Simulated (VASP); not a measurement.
# B (Fm-3m) in VASP: a series of runs, part 2 of 4

VASP 6.6.1. The steps go on from the part before.

## 3. Relaxation of cell and atoms, PBEsol, target pressure 190 GPa, at which the enthalpy is minimised

Contents of INCAR:

```
SYSTEM = B
ALGO     = Normal         ! electronic algorithm
EDIFF    = 1E-6           ! SCF threshold, eV
EDIFFG   = -0.005         ! ionic threshold
ENCUT    = 600            ! plane-wave cutoff, eV
GGA      = PS             ! functional
IBRION   = 2              ! ionic algorithm
ISIF     = 3              ! what is computed and relaxed
ISMEAR   = -1             ! smearing method
LASPH    = .TRUE.         ! aspherical terms in the spheres
LCHARG   = .FALSE.        ! write CHGCAR
LREAL    = .FALSE.        ! projectors in reciprocal space
LWAVE    = .FALSE.        ! write WAVECAR
NELM     = 80             ! most SCF steps
NSW      = 32             ! ionic steps
PREC     = Accurate       ! precision mode
PSTRESS  = 1900.0       
SIGMA    = 0.1            ! smearing width, eV
```

Contents of KPOINTS:

```
k-points
0
G
  25 25 25
  0 0 0
```

Contents of POSCAR:

```
B
1.0
    0.0000000000      1.2676522678      1.2676522678
    1.2676522678      0.0000000000      1.2676522678
    1.2676522678      1.2676522678      0.0000000000
B
1
Direct
    0.0000000000      0.0000000000      0.0000000000
```

Potentials or basis: VASP PAW PBE potentials, release 64 (B).

Launch:

```
$ cat potpaw_PBE.64/B/POTCAR > POTCAR
$ mpirun -np 1 vasp_std > vasp.out
```

OUTCAR:

```text
SYSTEM = B
   EDIFF = 1E-6
   EDIFFG = -0.005
   ENCUT = 600
   GGA = PS
   IBRION = 2
   ISIF = 3
   ISMEAR = -1
   LASPH = .TRUE.
   LREAL = .FALSE.
   NELM = 80
   NSW = 32
   PREC = Accurate
   PSTRESS = 1900.0

 ion  position               nearest neighbor table
   1  0.000  0.000  0.000-

  LATTYP: Found a face centered cubic cell.
 ALAT       =     2.5353045356

  Lattice vectors:

 A1 = (   0.0000000000,   1.2676522678,   1.2676522678)
 A2 = (   1.2676522678,   0.0000000000,   1.2676522678)
 A3 = (   1.2676522678,   1.2676522678,   0.0000000000)

Analysis of symmetry for initial positions (statically):
=====================================================================
 Subroutine PRICEL returns:
 Original cell was already a primitive cell.
[... 241 lines left out ...]

 number of electron       3.0000000 magnetization

 Free energy of the ion-electron system (eV)
  ---------------------------------------------------
  ext. energy  EPLUGINS =         0.00000000
  ---------------------------------------------------
  free energy    TOTEN  =        -4.96536002 eV

  energy without entropy =       -4.96008234  energy(sigma->0) =       -4.96272118

 E-fermi :  15.5840     XC(G=0): -14.6484

 val. band max:       15.5348463613   @ k =  -0.4400   0.3600   0.1200
 cond. band min:      15.6265262888   @ k =  -0.4400   0.4400   0.0400
 fundamental gap:      0.0916799275
 Fermi energy:        15.5840006672

 k-point     1 :       0.0000    0.0000    0.0000
  band No.  band energies     occupation
      1      -8.3466      2.00000
      2      37.7396      0.00000
      3      37.7396      0.00000
      4      37.7396      0.00000
      5      55.8200      0.00000
[... 177 lines left out ...]
 k-point    24 :       0.4400    0.0400    0.0000
  band No.  band energies     occupation
      1       0.5174      2.00000
      2      11.8519      2.00000
      3      33.0811      0.00000
      4      33.7897      0.00000
      5      49.6068      0.00000

 [... further k-points ...]
[... 5 lines left out ...]
  --------------------------------------------------------------------------------------
  -------------------------------------------------------------------------------------
  Total        4.8358273      4.8358273      4.8358273     -0.0000000      0.0000000     -0.0000000
  in kB     1899.7660919   1899.7660919   1899.7660919     -0.0000000      0.0000000     -0.0000000
  external PRESSURE =      -0.2339081 kB  Pullay stress =    1900.0000000 kB
[... 20 lines left out ...]
  energy  without entropy=       -4.9600823406  energy(sigma->0) =       -4.96272118

  enthalpy is  TOTEN    =        -0.1289373387 eV   P V=        4.8364226804

 reached required accuracy - stopping structural energy minimisation
```

OSZICAR:

```text
N       E                     dE             d eps       ncg     rms          rms(c)
DAV:   1     0.374147896978E+00    0.37415E+00   -0.19114E+03  4970   0.551E+02
DAV:   2    -0.497485973632E+01   -0.53490E+01   -0.49959E+01  5760   0.813E+01
DAV:   3    -0.498928746218E+01   -0.14428E-01   -0.13630E-01  5305   0.432E+00
DAV:   4    -0.498929037765E+01   -0.29155E-05   -0.29139E-05  6135   0.332E-02
DAV:   5    -0.498929037796E+01   -0.30730E-09   -0.19756E-09  5225   0.179E-04    0.300E+00
DAV:   6    -0.496981773577E+01    0.19473E-01   -0.13486E-03  5085   0.404E-01    0.181E+00
DAV:   7    -0.496033234933E+01    0.94854E-02   -0.22035E-03  5120   0.513E-01    0.366E-02
DAV:   8    -0.496033092628E+01    0.14231E-05   -0.36385E-06  4960   0.271E-02    0.117E-02
DAV:   9    -0.496033059373E+01    0.33255E-06   -0.32592E-07  3160   0.720E-03
   1 F= -.12892578E+00 E0= -.12628950E+00  d E =-.128926E+00
       N       E                     dE             d eps       ncg     rms          rms(c)
DAV:   1    -0.497625162698E+01   -0.15921E-01   -0.57004E-04  4650   0.337E-01    0.184E-02
DAV:   2    -0.497624936462E+01    0.22624E-05   -0.34099E-07  4660   0.833E-03    0.108E-02
DAV:   3    -0.497624772699E+01    0.16376E-05   -0.39970E-07  2485   0.744E-03    0.503E-04
DAV:   4    -0.497624772172E+01    0.52667E-08   -0.52004E-09  2295   0.125E-03
   2 F= -.12888034E+00 E0= -.12623566E+00  d E =0.454401E-04
       N       E                     dE             d eps       ncg     rms          rms(c)
DAV:   1    -0.496536063112E+01    0.10887E-01   -0.26912E-04  4640   0.232E-01    0.126E-02
DAV:   2    -0.496536001906E+01    0.61206E-06   -0.15931E-07  4025   0.572E-03
   3 F= -.12893734E+00 E0= -.12629850E+00  d E =-.115549E-04
```

CONTCAR:

```text
B
   1.00000000000000
     0.0000000000000000    1.2680909748440237    1.2680909748440237
     1.2680909748440237    0.0000000000000000    1.2680909748440237
     1.2680909748440237    1.2680909748440237   -0.0000000000000000
  B
     1
Direct
     0.0000000000000000    0.0000000000000000    0.0000000000000000

  0.00000000E+00  0.00000000E+00  0.00000000E+00
```

It took 6.4 s on 1 thread of Intel Xeon Platinum 8259CL at 2.50GHz (Skylake/Cascade Lake), shared host; peak memory 0.11 GiB.

Results:

* Free energy: -4.9654 eV
* Relaxed volume: 4.08 Å³/atom
* Relaxed cell: a = 1.793 Å, b = 1.793 Å, c = 1.793 Å, α = 60.00°, β = 60.00°, γ = 60.00°
* Space group after relaxing (to 0.05 Å): Fm-3m (No. 225)
* Energy change on relaxing (the enthalpy is what falls): -5.0 meV/atom
* Ionic steps: 3
* Pressure after relaxing: 190.0 GPa

The path:
```tsv
step	energy change (eV)	largest force (eV/Å)	pressure (GPa)	volume (Å³)
1	0.0000	0.0000	190.90	4.07
2	-0.0159	0.0000	188.05	4.09
3	-0.0050	0.0000	189.98	4.08
```

Final structure:
```xyz
1
Lattice="0.0000 1.2681 1.2681 1.2681 0.0000 1.2681 1.2681 1.2681 0.0000" Properties=species:S:1:pos:R:3 pbc="T T T"
B     0.0000    0.0000    0.0000
```

Caveat: the cell is relaxed towards a set pressure, so the enthalpy falls and the energy may rise; the PAW data sets were made with another functional, which shifts forces and pressure a little.

## 4. Single point, PBEsol

Contents of INCAR:

```
SYSTEM = B
PREC     = Accurate       ! precision mode
ENCUT    = 520            ! plane-wave cutoff, eV
EDIFF    = 1E-6           ! SCF threshold, eV
ISMEAR   = -1             ! smearing method
SIGMA    = 0.1            ! smearing width, eV
LREAL    = .False.        ! projectors in reciprocal space
LASPH    = .True.         ! aspherical terms in the spheres
NELM     = 100            ! most SCF steps
ALGO     = Normal         ! electronic algorithm
ISIF     = 2              ! what is computed and relaxed
LWAVE    = .False.        ! write WAVECAR
LCHARG   = .True.         ! write CHGCAR
GGA      = PS             ! functional
LELF     = .True.         ! ELF
LVHAR    = .True.       
NBANDS   = 8              ! bands
```

Contents of KPOINTS:

```
regular mesh
0
Gamma
  25 25 25
  0 0 0
```

POSCAR is that of step 3.

Potentials or basis: VASP PAW PBE potentials, release 64 (B).

Launch:

```
$ cat potpaw_PBE.64/B/POTCAR > POTCAR
$ mpirun -np 1 vasp_std > vasp.out
```

OUTCAR:

```text
SYSTEM = B
   PREC = Accurate
   ENCUT = 520
   EDIFF = 1E-6
   ISMEAR = -1
   LREAL = .False.
   LASPH = .True.
   NELM = 100
   ISIF = 2
   GGA = PS

 ion  position               nearest neighbor table
   1  0.000  0.000  0.000-

  LATTYP: Found a face centered cubic cell.
 ALAT       =     2.5353045356

  Lattice vectors:

 A1 = (   0.0000000000,   1.2676522678,   1.2676522678)
 A2 = (   1.2676522678,   0.0000000000,   1.2676522678)
 A3 = (   1.2676522678,   1.2676522678,   0.0000000000)

Analysis of symmetry for initial positions (statically):
=====================================================================
 Subroutine PRICEL returns:
 Original cell was already a primitive cell.

 Routine SETGRP: Setting up the symmetry group for a
 face centered cubic supercell.

 Subroutine GETGRP returns: Found 48 space group operations
 (whereof 48 operations were pure point group operations)
 out of a pool of 48 trial point group operations.

The static configuration has the point symmetry O_h .

Analysis of symmetry for dynamics (positions and initial velocities):
=====================================================================
 Subroutine PRICEL returns:
[... 153 lines left out ...]
  energy without entropy =       -4.95376175  energy(sigma->0) =       -4.95639828

 E-fermi :  15.6000     XC(G=0): -14.6533

 val. band max:       15.5502606342   @ k =  -0.4400   0.3600   0.1200
 cond. band min:      15.6431546124   @ k =  -0.4400   0.4400   0.0400
 fundamental gap:      0.0928939782
 Fermi energy:        15.6000256507

 k-point     1 :       0.0000    0.0000    0.0000
  band No.  band energies     occupation
      1      -8.3450      2.00000
      2      37.7756      0.00000
      3      37.7756      0.00000
      4      37.7756      0.00000
      5      55.8666      0.00000
      6      55.8666      0.00000
      7      55.8666      0.00000
      8      59.8990      0.00000
[... 243 lines left out ...]
 k-point    24 :       0.4400    0.0400    0.0000
  band No.  band energies     occupation
      1       0.5225      2.00000
      2      11.8684      2.00000
      3      33.1128      0.00000
      4      33.8225      0.00000
      5      49.6460      0.00000
      6      52.8392      0.00000
      7      57.0864      0.00000
      8      60.8742      0.00000

 [... further k-points ...]
[... 5 lines left out ...]
  --------------------------------------------------------------------------------------
  -------------------------------------------------------------------------------------
  Total        4.8563250      4.8563250      4.8563250     -0.0000000      0.0000000     -0.0000000
  in kB     1909.8001152   1909.8001152   1909.8001152     -0.0000000      0.0000000     -0.0000000
  external PRESSURE =    1909.8001152 kB  Pullay stress =       0.0000000 kB

 VOLUME and BASIS-vectors are now :
 -----------------------------------------------------------------------------
  energy-cutoff  :      520.00
  volume of cell :        4.07
      direct lattice vectors                 reciprocal lattice vectors
     0.000000000  1.267652268  1.267652268    -0.394429934  0.394429934  0.394429934
     1.267652268  0.000000000  1.267652268     0.394429934 -0.394429934  0.394429934
     1.267652268  1.267652268  0.000000000     0.394429934  0.394429934 -0.394429934

 POSITION                                       TOTAL-FORCE (eV/Angst)
 -----------------------------------------------------------------------------------
      0.00000      0.00000      0.00000         0.000000      0.000000      0.000000
 -----------------------------------------------------------------------------------
    total drift:                               -0.000000     -0.000000     -0.000000

  FREE ENERGIE OF THE ION-ELECTRON SYSTEM (eV)
  ---------------------------------------------------
  free  energy   TOTEN  =        -4.9590348167 eV

  energy  without entropy=       -4.9537617528  energy(sigma->0) =       -4.95639828
```

OSZICAR:

```text
N       E                     dE             d eps       ncg     rms          rms(c)
DAV:   1    -0.305546806771E+01   -0.30555E+01   -0.18110E+03  8488   0.313E+02
DAV:   2    -0.498710621961E+01   -0.19316E+01   -0.18497E+01  9616   0.366E+01
DAV:   3    -0.498803236676E+01   -0.92615E-03   -0.92606E-03  8088   0.838E-01
DAV:   4    -0.498803238018E+01   -0.13422E-07   -0.13425E-07 10176   0.294E-03
DAV:   5    -0.498803238084E+01   -0.65666E-09   -0.40440E-12  8056   0.887E-06    0.300E+00
DAV:   6    -0.496853340946E+01    0.19499E-01   -0.13513E-03  8696   0.251E-01    0.181E+00
DAV:   7    -0.495903665496E+01    0.94968E-02   -0.22067E-03  9016   0.319E-01    0.364E-02
DAV:   8    -0.495903512505E+01    0.15299E-05   -0.28838E-06  7664   0.174E-02    0.115E-02
DAV:   9    -0.495903481674E+01    0.30830E-06   -0.30236E-07  6096   0.424E-03
   1 F= -.49590348E+01 E0= -.49563983E+01  d E =-.527306E-02
```

stdout:

```text
POSCAR found type information on POSCAR B
 POSCAR found :  1 types and       1 ions
 scaLAPACK will be used
 -----------------------------------------------------------------------------
|                                                                             |
|                                                                             |
|     You enforced a specific xc type in the INCAR file but a different       |
|     I HOPE YOU KNOW WHAT YOU ARE DOING!                                     |
|                                                                             |
 -----------------------------------------------------------------------------

 LDA part: xc-table for (Slater+PW92), standard interpolation
 POSCAR, INCAR and KPOINTS ok, starting setup
 FFT: planning ... GRIDC
 FFT: planning ... GRID_SOFT
 FFT: planning ... GRID
 WAVECAR not read
 entering main loop
```

Wall time 7 s (1 thread of Intel Xeon 6975P-C, shared host); peak memory 0.11 GiB.

Results:

```yaml
Free_energy: -4.9590 eV
Pressure: 191.0 GPa
```

Caveat: the PAW data sets were made with another functional, which shifts forces and pressure a little.

(Continued in part 3 of 4.)
